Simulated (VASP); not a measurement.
Write the native input for VASP 6.6.1 that does the following.

| Property | Result |
| --- | --- |
| Task | single point |
| Functional | r2SCAN |
| Potentials or basis | VASP PAW PBE potentials, release 64 (Y_sv, Se) |
| Cutoff | 520 eV |
| k mesh | 7 × 7 × 7 |
| Occupations | methfessel-paxton, width 0.1 eV |
| Spin | no spin polarisation |
| Dipole correction | no |
| Further INCAR settings | ALGO = Normal; EDIFF = 1e-07; NBANDS = 16 |

YSe:

```
Y Se
1.0
     0.00000    2.73255    2.73255
     2.73255    0.00000    2.73255
     2.73255    2.73255    0.00000
Y Se
1 1
Direct
  0.50000 0.50000 0.50000
  0.00000 0.00000 0.00000
```

These files were run (other wordings do the same):

POSCAR

```
YSe
1.0
    0.0000000000      2.7325467445      2.7325467445
    2.7325467445      0.0000000000      2.7325467445
    2.7325467445      2.7325467445      0.0000000000
Y Se
1 1
Direct
    0.5000000000      0.5000000000      0.5000000000
    0.0000000000      0.0000000000      0.0000000000
```

INCAR.step1

```
ALGO = Normal
EDIFF = 1E-4
ENCUT = 520
GGA = PE
ISMEAR = 1
LASPH = T
LCHARG = F
LREAL = F
LWAVE = T
NBANDS = 16
NELM = 80
PREC = Accurate
SIGMA = 0.1
```

INCAR.step2

```
ALGO = Normal
EDIFF = 1E-7
ENCUT = 520
ISIF = 2
ISMEAR = 1
ISTART = 1
LASPH = T
LCHARG = F
LMIXTAU = T
LREAL = F
LWAVE = F
METAGGA = R2SCAN
NBANDS = 16
NELM = 80
PREC = Accurate
SIGMA = 0.1
```

KPOINTS

```
k-points
0
Gamma
  7 7 7
```

Potentials or basis: VASP PAW PBE potentials, release 64 (Y_sv, Se).

Launch:

```sh
$ cat potpaw_PBE.64/Y_sv/POTCAR potpaw_PBE.64/Se/POTCAR > POTCAR
$ cp INCAR.step1 INCAR
$ mpirun -np 1 vasp_std > vasp.out
$ cp INCAR.step2 INCAR
$ mpirun -np 1 vasp_std > vasp.out
```

It gave:

```json
{
  "Pressure": "18.7 GPa"
}
```

Caveat: the PAW data sets were made with another functional, which shifts forces and pressure a little.

It took 67 s on 1 thread of AMD EPYC 7R13 Processor (Zen 3), with other jobs on the host, peak memory 0.16 GiB.
